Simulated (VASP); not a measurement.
A run of VASP 6.6.1 is set up as follows.

Contents of INCAR:

```
SYSTEM = SbS
  PREC = Accurate
  ENCUT = 520
  EDIFF = 1E-7
  ISMEAR = 0
  SIGMA = 0.1
  LREAL = .FALSE.
  LASPH = .TRUE.
  NELM = 60
  ALGO = Normal
  ISIF = 2
  LWAVE = .FALSE.
  LCHARG = .FALSE.
  GGA = PE
  NBANDS = 12
```

File KPOINTS:

```
Automatic mesh
0
G
  20 20 20
  0 0 0
```

POSCAR

```
SbS
1.0
   -2.0451157740      2.0451157740      2.8930082655
    2.0451157740     -2.0451157740      2.8930082655
    2.0451157740      2.0451157740     -2.8930082655
Sb S
1 1
Direct
    0.0000000000      0.0000000000      0.0000000000
    0.5000000000      0.5000000000      0.0000000000
```

Potentials or basis: VASP PAW PBE potentials, release 64 (Sb, S).

Command:

```bash
$ cat potpaw_PBE.64/Sb/POTCAR potpaw_PBE.64/S/POTCAR > POTCAR
$ mpirun -np 1 vasp_std > vasp.out
```

Question: Estimate the pressure.

Answer: -0.2 GPa.
